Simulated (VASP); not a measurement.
Write the native input for VASP 6.6.1 that does the following.

| Property | Result |
| --- | --- |
| Task | single point |
| Functional | r2SCAN |
| Potentials or basis | VASP PAW PBE potentials, release 64 (Fe) |
| Cutoff | 520 eV |
| k mesh | 14 × 14 × 14 |
| Occupations | fermi-dirac, width 0.05 eV |
| Spin | collinear spin, ferromagnetic start |
| Starting moments | [3.0] μB |
| Dipole correction | no |
| Further INCAR settings | ALGO = Normal; EDIFF = 1e-07; NBANDS = 14 |

Crystal: Fe.

```xyz
1
Lattice="-1.4896 1.4896 1.4896 1.4896 -1.4896 1.4896 1.4896 1.4896 -1.4896" Properties=species:S:1:pos:R:3 pbc="T T T"
Fe    0.0000    0.0000    0.0000
```

This cell differs from its parent crystal: volume scaled by 1.1.

These files were run (other wordings do the same):

POSCAR

```
Fe
1.0
   -1.4895802066      1.4895802066      1.4895802066
    1.4895802066     -1.4895802066      1.4895802066
    1.4895802066      1.4895802066     -1.4895802066
Fe
1
Direct
    0.0000000000      0.0000000000      0.0000000000
```

INCAR.step1

```
SYSTEM = Fe
PREC     = Accurate       ! precision mode
ENCUT    = 520            ! plane-wave cutoff, eV
ISMEAR   = -1             ! smearing method
SIGMA    = 0.05           ! smearing width, eV
LREAL    = .False.        ! projectors in reciprocal space
LASPH    = .True.         ! aspherical terms in the spheres
NELM     = 150            ! most SCF steps
ISPIN    = 2              ! spin polarisation
MAGMOM   = 3              ! initial moments
LMAXMIX  = 4              ! l up to which the mixer works
NBANDS   = 14             ! bands
GGA      = PE             ! functional
ALGO     = Normal         ! electronic algorithm
EDIFF    = 1E-4           ! SCF threshold, eV
LWAVE    = .True.         ! write WAVECAR
LCHARG   = .False.        ! write CHGCAR
```

INCAR.step2

```
SYSTEM = Fe
PREC     = Accurate       ! precision mode
ENCUT    = 520            ! plane-wave cutoff, eV
EDIFF    = 1E-7           ! SCF threshold, eV
ISMEAR   = -1             ! smearing method
SIGMA    = 0.05           ! smearing width, eV
LREAL    = .False.        ! projectors in reciprocal space
LASPH    = .True.         ! aspherical terms in the spheres
NELM     = 150            ! most SCF steps
ALGO     = Normal         ! electronic algorithm
ISIF     = 2              ! what is computed and relaxed
LWAVE    = .False.        ! write WAVECAR
LCHARG   = .False.        ! write CHGCAR
ISPIN    = 2              ! spin polarisation
MAGMOM   = 3              ! initial moments
LORBIT   = 11             ! projections on sites
LMAXMIX  = 4              ! l up to which the mixer works
METAGGA  = R2SCAN         ! meta-GGA
LMIXTAU  = .True.       
NBANDS   = 14             ! bands
ISTART   = 1
```

KPOINTS

```
Automatic mesh
0
Gamma
  14 14 14
  0 0 0
```

Potentials or basis: VASP PAW PBE potentials, release 64 (Fe).

Run with:

```console
$ cat potpaw_PBE.64/Fe/POTCAR > POTCAR
$ cp INCAR.step1 INCAR
$ mpirun -np 1 vasp_std > vasp.out
$ cp INCAR.step2 INCAR
$ mpirun -np 1 vasp_std > vasp.out
```

It gave:

- Pressure: -15.6 GPa
- Net moment: 2.79 μB per cell
- Site moments: Fe +2.89 μB
- Valence electrons inside the program's atomic spheres: Fe 6.99

Caveat: the PAW data sets were made with another functional, which shifts forces and pressure a little.

Run time: 65 s on 1 thread of Intel(R) Xeon(R) 6975P-C (Granite Rapids), on a shared host, peak memory 0.16 GiB.
